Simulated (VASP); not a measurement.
Hf3N4:

```
CELL_PARAMETERS angstrom
-3.35050 3.35050 3.35050
3.35050 -3.35050 3.35050
3.35050 3.35050 -3.35050
ATOMIC_POSITIONS crystal
Hf 0.25000 0.62500 0.37500
Hf 0.37500 0.25000 0.62500
Hf 0.75000 0.87500 0.12500
Hf 0.12500 0.75000 0.87500
Hf 0.62500 0.37500 0.25000
Hf 0.87500 0.12500 0.75000
N 0.12600 0.12600 0.12600
N 0.87400 0.50000 0.00000
N 0.50000 0.00000 0.37400
N 0.00000 0.87400 0.50000
N 0.37400 0.50000 0.00000
N 0.62600 0.62600 0.62600
N 0.00000 0.37400 0.50000
N 0.50000 0.00000 0.87400
```

| Property | Result |
| --- | --- |
| Program | VASP 6.6.1 |
| Task | relaxation of cell and atoms |
| Functional | PBE |
| Potentials or basis | VASP PAW PBE potentials, release 64 (Hf_pv, N) |
| Cutoff | 600 eV |
| k mesh | 6 × 6 × 6 |
| Occupations | gaussian, width 0.02 eV |
| Spin | no spin polarisation |

At the start: pressure 3.7 GPa; volume 10.75 Å³/atom.

**Question.** Where does the relaxation end?

**Answer.** Over 10 steps the energy falls by 3.9 meV/atom and the volume is 10.78 Å³/atom (+0.4 %); space group I-43d (No. 220, to 0.1 Å) before and after.

Step by step:
```tsv
step	energy change (eV)	largest force (eV/Å)	pressure (GPa)	volume (Å³)
1	0.0000	0.2678	3.67	150.45
2	0.0447	0.0503	-6.60	155.88
3	-0.0284	0.1396	-0.46	152.50
4	-0.0359	0.1183	-0.38	152.23
5	-0.0509	0.0525	-0.09	151.44
6	-0.0412	0.0972	0.83	149.85
7	-0.0539	0.0096	0.16	150.94
8	-0.0539	0.0055	0.18	150.90
9	-0.0532	0.0194	-0.67	151.31
10	-0.0540	0.0003	0.00	150.98
```

Final structure:
```xyz
14
Lattice="-3.3545 3.3545 3.3545 3.3545 -3.3545 3.3545 3.3545 3.3545 -3.3545" Properties=species:S:1:pos:R:3 pbc="T T T"
Hf    2.5158    0.0000    1.6772
Hf    1.6772    2.5158    0.0000
Hf    0.8386    0.0000    5.0317
Hf    5.0317    0.8386    0.0000
Hf    0.0000    1.6772    2.5158
Hf    0.0000    5.0317    0.8386
N     0.4490    0.4490    0.4490
N    -1.2282    1.2282    4.5827
N    -0.4490    2.9055    0.4490
N     4.5827   -1.2282    1.2282
N     0.4490   -0.4490    2.9055
N     2.1262    2.1262    2.1262
N     2.9055    0.4490   -0.4490
N     1.2282    4.5827   -1.2282
```
